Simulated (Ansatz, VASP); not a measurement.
# NaF in VASP and in Ansatz

The input INCAR:

```
SYSTEM = NaF
PREC     = Accurate       ! precision mode
ENCUT    = 520            ! plane-wave cutoff, eV
EDIFF    = 1E-7           ! SCF threshold, eV
ISMEAR   = 0              ! smearing method
SIGMA    = 0.01           ! smearing width, eV
LREAL    = .False.        ! projectors in reciprocal space
LASPH    = .True.         ! aspherical terms in the spheres
NELM     = 60             ! most SCF steps
ALGO     = Normal         ! electronic algorithm
ISIF     = 2              ! what is computed and relaxed
LWAVE    = .False.        ! write WAVECAR
LCHARG   = .True.         ! write CHGCAR
GGA      = PS             ! functional
LELF     = .True.         ! ELF
LVHAR    = .True.       
NBANDS   = 14             ! bands
```

Contents of KPOINTS:

```
regular mesh
0
Gamma
  8 8 8
  0 0 0
```

Contents of POSCAR:

```
NaF
1.0
    2.3035206689      2.3035206689      0.0000000000
   -2.3035206689      2.3035206689      0.0000000000
    0.0000000000      2.3035206689      2.3195968984
Na F
1 1
Direct
    0.0000000000      0.0000000000      0.0000000000
    0.5000000000      0.5000000000      0.0000000000
```

Input for Ansatz:

```yaml
crystal:
  lattice:
    - [2.30352066889, 2.30352066889, 0.0]
    - [-2.30352066889, 2.30352066889, 0.0]
    - [0.0, 2.30352066889, 2.3195968984]
  atoms:
    - { symbol: Na, position: [0.0, 0.0, 0.0] }
    - { symbol: F, position: [0.5, 0.5, 0.0] }
kpoints:
  mp_grid: { grid: [8, 8, 8] }
scf:
  occupations: { method: fixed }
  convergence: { dr2_threshold: 1.0e-10 }
hamiltonian:
  xc: pbesol
  pseudopotentials: { kind: all_electron, lapw: { basis_error: 0.0005 } }
output:
  forces: true
  stress: true
  eigenstates:
    kpoints:
      - [0.0, 0.0, 0.0]
      - [-0.5, -0.5, -0.5]
      - [-0.5, 0.5, 0.0]
      - [0.0, 0.0, -0.5]
      - [0.0, -0.5, -0.5]
      - [0.0, 0.5, 0.0]
      - [-0.5, 0.0, 0.0]
      - [-0.5, 0.0, -0.5]
  eigenvalues: true
```

Change from the starting cell: film at in-plane strain -0.005.

Alike in both runs: task single point; functional PBEsol; k mesh 8 × 8 × 8; no spin polarisation.

|  | VASP | Ansatz |
| --- | --- | --- |
| version | VASP 6.6.1 | Ansatz 0.2.0 |
| potentials or method | VASP PAW PBE potentials, release 64 (Na_pv, F), cutoff 520 eV | all-electron LAPW, scalar-relativistic |
| occupations | gaussian, width 0.01 eV | fixed |

```tsv
	VASP	Ansatz	Ansatz less VASP
gap on the k mesh at the Fermi level (eV)	6.22	6.23	+0.010
pressure (GPa)	0.4	0.4	+0.01
traceless stress, the component that is largest in VASP (GPa)	-0.40	-0.38	+0.016
```

VASP's potentials were made for PBE, not for PBEsol. Ansatz ran all-electron here, and VASP with PAW potentials.
